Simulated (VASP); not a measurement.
A run of VASP 6.6.1:

The input POSCAR:

```
CaS
1.0
    0.0000000000      2.8390912599      2.8390912599
    2.8390912599      0.0000000000      2.8390912599
    2.8390912599      2.8390912599      0.0000000000
Ca S
1 1
Direct
    0.0000000000      0.0000000000      0.0000000000
    0.5000000000      0.5000000000      0.5000000000
```

INCAR.step1

```
ALGO = Normal
EDIFF = 1E-5
ENCUT = 550
GGA = PE
GGA_COMPAT = F
ISMEAR = 0
LASPH = T
LCHARG = F
LREAL = F
LWAVE = T
NBANDS = 15
NELM = 120
PREC = Accurate
SIGMA = 0.01
```

File INCAR.step2:

```
ALGO = Normal
EDIFF = 1E-6
ENCUT = 550
GGA_COMPAT = F
ISIF = 2
ISMEAR = 0
ISTART = 1
IVDW = 13
LASPH = T
LCHARG = F
LMIXTAU = T
LREAL = F
LWAVE = F
METAGGA = R2SCAN
NBANDS = 15
NELM = 120
PREC = Accurate
SIGMA = 0.01
VDW_A1 = 0.51559235
VDW_A2 = 5.77342911
VDW_S6 = 1.0
VDW_S8 = 0.6018749
```

KPOINTS

```
k-points
0
Gamma
  6 6 6
```

Potentials or basis: VASP PAW PBE potentials, release 64 (Ca_sv, S).

Launch:

```console
$ cat potpaw_PBE.64/Ca_sv/POTCAR potpaw_PBE.64/S/POTCAR > POTCAR
$ cp INCAR.step1 INCAR
$ mpirun -np 1 vasp_std > vasp.out
$ cp INCAR.step2 INCAR
$ mpirun -np 1 vasp_std > vasp.out
```

Hardware: 1 thread of Intel Xeon 6975P-C, on a shared host.

**Question.** How long does it take, and how much memory?

**Answer.** It took 54 s on 1 thread of Intel Xeon 6975P-C, with other jobs on the host, peak memory 0.19 GiB. Counts: k points 16.
